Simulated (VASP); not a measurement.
# ZnS (F-43m) in VASP: single point with HSE06

Aim: the single point of ZnS with HSE06.

Everything below comes from runs of VASP 6.6.1. Logs are shortened: lines on timing, memory, paths and dates and some standing lists are left out, and cuts for length are marked.

## Step 1: The cell of the first run

Symmetry: F-43m, No. 216, cubic system. The conventional cell has a = 5.388 Å, b = 5.388 Å, c = 5.388 Å, α = 90.00°, β = 90.00°, γ = 90.00°. Within 3.1 Å of Zn (site symmetry -43m) lie 4 S at 2.33 Å. Within 3.1 Å of S (site symmetry -43m) lie 4 Zn at 2.33 Å.

## Step 2: Single point, HSE06

The input, POSCAR:

```
ZnS
1.0
    0.0000000000      2.6940858315      2.6940858315
    2.6940858315      0.0000000000      2.6940858315
    2.6940858315      2.6940858315      0.0000000000
Zn S
1 1
Direct
    0.0000000000      0.0000000000      0.0000000000
    0.2500000000      0.2500000000      0.2500000000
```

The input, INCAR.step1:

```
PREC = Accurate
ENCUT = 520
EDIFF = 1E-5
ISMEAR = 0
SIGMA = 0.01
LREAL = F
LASPH = T
NELM = 100
ALGO = Normal
ISIF = 2
LWAVE = T
LCHARG = F
GGA = PE
NBANDS = 16
```

The input, INCAR.step2:

```
PREC = Accurate
ENCUT = 520
EDIFF = 1E-6
ISMEAR = 0
SIGMA = 0.01
LREAL = F
LASPH = T
NELM = 100
ALGO = Normal
ISIF = 2
LWAVE = F
LCHARG = F
GGA = PE
LHFCALC = T
HFSCREEN = 0.2079
PRECFOCK = Normal
ISTART = 1
NBANDS = 16
```

The input, KPOINTS:

```
Automatic mesh
0
Gamma
  6 6 6
```

Potentials or basis: VASP PAW PBE potentials, release 64 (Zn, S).

Started as:

```sh
$ cat potpaw_PBE.64/Zn/POTCAR potpaw_PBE.64/S/POTCAR > POTCAR
$ cp INCAR.step1 INCAR
$ mpirun -np 1 vasp_std > vasp.out
$ cp INCAR.step2 INCAR
$ mpirun -np 1 vasp_std > vasp.out
```

OUTCAR:

```text
PREC = Accurate
   ENCUT = 520
   EDIFF = 1E-6
   ISMEAR = 0
   LREAL = F
   LASPH = T
   NELM = 100
   ISIF = 2
   GGA = PE
   LHFCALC = T
   HFSCREEN = 0.2079
   PRECFOCK = Normal
   ISTART = 1

 ion  position               nearest neighbor table
   1  0.000  0.000  0.000-   2 2.33   2 2.33   2 2.33   2 2.33
   2  0.250  0.250  0.250-   1 2.33   1 2.33   1 2.33   1 2.33

  LATTYP: Found a face centered cubic cell.
 ALAT       =     5.3881716630

  Lattice vectors:

 A1 = (   0.0000000000,   2.6940858315,   2.6940858315)
 A2 = (   2.6940858315,   0.0000000000,   2.6940858315)
 A3 = (   2.6940858315,   2.6940858315,   0.0000000000)

Analysis of symmetry for initial positions (statically):
=====================================================================
 Subroutine PRICEL returns:
 Original cell was already a primitive cell.

 Routine SETGRP: Setting up the symmetry group for a
 face centered cubic supercell.

 Subroutine GETGRP returns: Found 24 space group operations
 (whereof 24 operations were pure point group operations)
 out of a pool of 48 trial point group operations.

The static configuration has the point symmetry T_d .

Analysis of symmetry for dynamics (positions and initial velocities):
=====================================================================
 Subroutine PRICEL returns:
 Original cell was already a primitive cell.

 Routine SETGRP: Setting up the symmetry group for a
 face centered cubic supercell.

 Subroutine GETGRP returns: Found 24 space group operations
 (whereof 24 operations were pure point group operations)
 out of a pool of 48 trial point group operations.

The dynamic configuration has the point symmetry T_d .

 Subroutine INISYM returns: Found 24 space group operations
 (whereof 24 operations are pure point group operations),
 and found     1 'primitive' translations

----------------------------------------------------------------------------------------

                                     Primitive cell

  volume of cell :      39.1079

  direct lattice vectors                    reciprocal lattice vectors
     0.000000000  2.694085831  2.694085831    -0.185591711  0.185591711  0.185591711
     2.694085831  0.000000000  2.694085831     0.185591711 -0.185591711  0.185591711
     2.694085831  2.694085831  0.000000000     0.185591711  0.185591711 -0.185591711

  length of vectors
     3.810012721  3.810012721  3.810012721     0.321454274  0.321454274  0.321454274

  position of ions in fractional coordinates (direct lattice)
     0.000000000  0.000000000  0.000000000
     0.250000000  0.250000000  0.250000000

  ion indices of the primitive-cell ions
   primitive index   ion index
                 1           1
                 2           2

----------------------------------------------------------------------------------------

 KPOINTS: Automatic mesh

Automatic generation of k-mesh.
 Grid dimensions read from file:
 generate k-points for:    6    6    6

 Generating k-lattice:

  Cartesian coordinates                     Fractional coordinates (reciprocal lattice)
    -0.030931952  0.030931952  0.030931952     0.166666667  0.000000000  0.000000000
     0.030931952 -0.030931952  0.030931952     0.000000000  0.166666667  0.000000000
     0.030931952  0.030931952 -0.030931952     0.000000000  0.000000000  0.166666667

  Length of vectors
     0.053575712  0.053575712  0.053575712

  Shift w.r.t. Gamma in fractional coordinates (k-lattice)
     0.000000000  0.000000000  0.000000000

 Subroutine IBZKPT returns following result:
 ===========================================

 Found     16 irreducible k-points:

 Following reciprocal coordinates:
            Coordinates               Weight
  0.000000  0.000000  0.000000      1.000000
  0.166667  0.000000  0.000000      8.000000
  0.333333  0.000000  0.000000      8.000000
  0.500000  0.000000  0.000000      4.000000
  0.166667  0.166667  0.000000      6.000000
  0.333333  0.166667  0.000000     24.000000
[... 8 lines left out ...]
 -0.333333  0.333333  0.166667     24.000000
 -0.333333  0.500000  0.166667     12.000000
   k-points           NKPTS =     16   k-points in BZ     NKDIM =    216   number of bands    NBANDS=     16
   number of dos      NEDOS =    301   number of ions     NIONS =      2
   total plane-waves  NPLWV =  21952
   dimension x,y,z NGX =    28 NGY =   28 NGZ =   28
   dimension x,y,z NGXF=    56 NGYF=   56 NGZF=   56
   ions per type =               1   1
   NGX,Y,Z   is equivalent  to a cutoff of  12.22, 12.22, 12.22 a.u.
   NGXF,Y,Z  is equivalent  to a cutoff of  24.44, 24.44, 24.44 a.u.
 SYSTEM =  unknown system
   PREC   = accura    normal or accurate (medium, high low for compatibility)
   ISTART =      1    job   : 0-new  1-cont  2-samecut
   ICHARG =      0    charge: 1-file 2-atom 10-const
   ISPIN  =      1    spin polarized calculation?
   LNONCOLLINEAR =      F non collinear calculations
   LSORBIT =      F    spin-orbit coupling
   LASPH  =      T    aspherical Exc in radial PAW
   ENCUT  =  520.0 eV  38.22 Ry    6.18 a.u.   7.08  7.08  7.08*2*pi/ulx,y,z
   NELM   =    100;   NELMIN=  2; NELMDL=  0     # of ELM steps
   EDIFF  = 0.1E-05   stopping-criterion for ELM
   LREAL  =      F    real-space projection
   EDIFFG = 0.1E-04   stopping-criterion for IOM
   NSW    =      0    number of steps for IOM
   IBRION =     -1    ionic relax: 0-MD 1-quasi-New 2-CG
   NFREE  =      0    steps in history (QN), initial steepest desc. (CG)
   ISIF   =      2    stress and relaxation
   ISYM   =      3    0-nonsym 1-usesym 2-fastsym
   POTIM  = 0.5000    time-step for ionic-motion
   TEBEG  =    0.0;   TEEND  =   0.0 temperature during run
   PSTRESS=    0.0 pullay stress
   NELECT =      18.0000    total number of electrons
   NUPDOWN=      -1.0000    fix difference up-down
   EMIN   =  10.00;   EMAX   =-10.00  energy-range for DOS
   EFERMI =   0.00;   METHOD = LEGACY
   ISMEAR =     0;   SIGMA  =   0.01  broadening in eV -4-tet -1-fermi 0-gaus
   EFERMI_NEDOS =   21; number of points for ismear=-14 and -15
   IALGO  =     38    algorithm
   IMIX   =      1    mixing-type and parameters
     AMIX     =   0.40;   BMIX     =  1.00
     AMIX_MAG =   1.60;   BMIX_MAG =  1.00
  volume/ion in A,a.u.               =      19.55       131.96
  Fermi-wavevector in a.u.,A,eV,Ry     =   1.263992  2.388598 21.737690  1.597675
  Thomas-Fermi vector in A             =   2.397320
   LORBIT       =      0    0 simple, 1 ext, 2 COOP (PROOUT), +10 PAW based schemes
   GGA     = PE    functional components
   LHFCALC =     T    Hartree Fock is set to
   PRECFOCK=normal    Normal, Fast or Accurate (Low or Medium for compatibility)
   ENCUT4O =  -1.0   cutoff for four orbital integrals eV
   NKREDX  =     1    reduce k-point grid by
   NKREDY  =     1    reduce k-point grid by
   NKREDZ  =     1    reduce k-point grid by
   AEXX    =    0.2500 exact exchange contribution
   HFSCREEN=    0.2079 screening length (either q_TF or 0.3 A-1)
   HFSCREENC=   0.2079 screening length for correlation (either q_TF or 0.3 A-1)
   ENCUTFOCK=  -1.0 apply spherical cutoff to Coloumb kernel
   IVDW    =     0    specifies the selected vdW correction
   LEPSILON=     F    determine dielectric tensor
   LRPA    =     F    only Hartree local field effects (RPA)
 non-spin polarized calculation
 Gauss-broadening in eV      SIGMA  =   0.01
  energy-cutoff  :      520.00
  volume of cell :       39.11
 maximum number of plane-waves:      1067
  NGX = 24; NGY = 24; NGZ = 24

 number of electron      18.0000006 magnetization

 Free energy of the ion-electron system (eV)
  ---------------------------------------------------
  ext. energy  EPLUGINS =         0.00000000
  ---------------------------------------------------
  free energy    TOTEN  =        -8.36938664 eV

  energy without entropy =       -8.36938664  energy(sigma->0) =       -8.36938664

 E-fermi :   1.5245     XC(G=0):  -8.0046

 val. band max:        1.4641765694   @ k =   0.0000   0.0000   0.0000
 cond. band min:       4.8316824598   @ k =   0.0000   0.0000   0.0000
 fundamental gap:      3.3675058904
 Fermi energy:         1.5244856795

 k-point     1 :       0.0000    0.0000    0.0000
  band No.  band energies     occupation
      1     -12.9228      2.00000
      2      -6.4143      2.00000
      3      -6.4143      2.00000
      4      -6.4143      2.00000
      5      -5.9599      2.00000
      6      -5.9599      2.00000
[... 8 lines left out ...]
     15      14.6699      0.00000
     16      14.9036      0.00000

 k-point     2 :       0.1667    0.0000    0.0000
  band No.  band energies     occupation
      1     -12.7014      2.00000
      2      -6.3806      2.00000
      3      -6.3806      2.00000
      4      -6.3760      2.00000
      5      -5.9618      2.00000
      6      -5.9618      2.00000
[... 8 lines left out ...]
     15      13.7938      0.00000
     16      15.5893      0.00000

 k-point     3 :       0.3333    0.0000    0.0000
  band No.  band energies     occupation
      1     -12.2030      2.00000
      2      -6.3246      2.00000
      3      -6.3246      2.00000
      4      -6.1386      2.00000
      5      -5.9502      2.00000
      6      -5.9502      2.00000
[... 8 lines left out ...]
     15      14.4907      0.00000
     16      14.6926      0.00000

 k-point     4 :       0.5000    0.0000    0.0000
  band No.  band energies     occupation
      1     -11.9181      2.00000
      2      -6.3045      2.00000
      3      -6.3045      2.00000
      4      -5.9342      2.00000
      5      -5.9342      2.00000
      6      -5.7197      2.00000
[... 8 lines left out ...]
     15      16.4951      0.00000
     16      16.4951      0.00000
[... 172 lines left out ...]
 k-point    14 :       0.5000    0.3333    0.1667
  band No.  band energies     occupation
      1     -11.8608      2.00000
      2      -6.2711      2.00000
      3      -6.2409      2.00000
      4      -6.0965      2.00000
      5      -5.9346      2.00000
      6      -5.8304      2.00000
[... 8 lines left out ...]
     15      17.1012      0.00000
     16      17.7718      0.00000

 k-point    15 :      -0.3333    0.3333    0.1667
  band No.  band energies     occupation
      1     -11.6690      2.00000
      2      -6.2590      2.00000
      3      -6.2044      2.00000
      4      -6.0092      2.00000
      5      -5.9576      2.00000
      6      -5.5805      2.00000
[... 8 lines left out ...]
     15      16.8124      0.00000
     16      17.6189      0.00000

 k-point    16 :      -0.3333    0.5000    0.1667
  band No.  band energies     occupation
      1     -11.5811      2.00000
      2      -6.2583      2.00000
      3      -6.1548      2.00000
      4      -6.0512      2.00000
      5      -5.9347      2.00000
      6      -5.5487      2.00000
[... 8 lines left out ...]
     15      17.0989      0.00000
     16      17.9180      0.00000

------------------------ aborting loop because EDIFF is reached ----------------------------------------

  FORCE on cell =-STRESS in cart. coord.  units (eV):
  Direction    XX          YY          ZZ          XY          YZ          ZX
  --------------------------------------------------------------------------------------
  -------------------------------------------------------------------------------------
  Total        0.3915871      0.3915871      0.3915871      0.0000000      0.0000000     -0.0000000
  in kB       16.0425989     16.0425989     16.0425989      0.0000000      0.0000000     -0.0000000
  external PRESSURE =      16.0425989 kB  Pullay stress =       0.0000000 kB

 VOLUME and BASIS-vectors are now :
 -----------------------------------------------------------------------------
  energy-cutoff  :      520.00
  volume of cell :       39.11
      direct lattice vectors                 reciprocal lattice vectors
     0.000000000  2.694085831  2.694085831    -0.185591711  0.185591711  0.185591711
     2.694085831  0.000000000  2.694085831     0.185591711 -0.185591711  0.185591711
     2.694085831  2.694085831  0.000000000     0.185591711  0.185591711 -0.185591711

 POSITION                                       TOTAL-FORCE (eV/Angst)
 -----------------------------------------------------------------------------------
      0.00000      0.00000      0.00000         0.000000      0.000000      0.000000
      1.34704      1.34704      1.34704        -0.000000     -0.000000     -0.000000
 -----------------------------------------------------------------------------------
    total drift:                                0.000159      0.000099      0.000084

  FREE ENERGIE OF THE ION-ELECTRON SYSTEM (eV)
  ---------------------------------------------------
  free  energy   TOTEN  =        -8.3693866398 eV

  energy  without entropy=       -8.3693866398  energy(sigma->0) =       -8.36938664
```

Wall time 42 min (1 thread of AMD EPYC 7R13 (Zen 3), shared host); peak memory 0.25 GiB.

Results:

- Free energy: -8.3694 eV
- Pressure: 1.6 GPa
- Band gap on the k mesh: 3.37 eV

Levels at points of the mesh, in eV from the valence-band top:
```
           k point  band 6  band 7  band 8  band 9  band 10  band 11  band 12  band 13
(0.00, 0.00, 0.00)   -7.42    0.00    0.00    0.00     3.37     7.68     7.68     7.68
(0.50, 0.00, 0.00)   -7.18   -5.66   -0.93   -0.93     4.56     8.18     8.18    10.25
(0.50, 0.50, 0.00)   -7.14   -5.03   -2.38   -2.38     4.36     5.25    12.62    13.76
```

Caveat: the PAW data sets were made with another functional, which shifts forces and pressure a little.
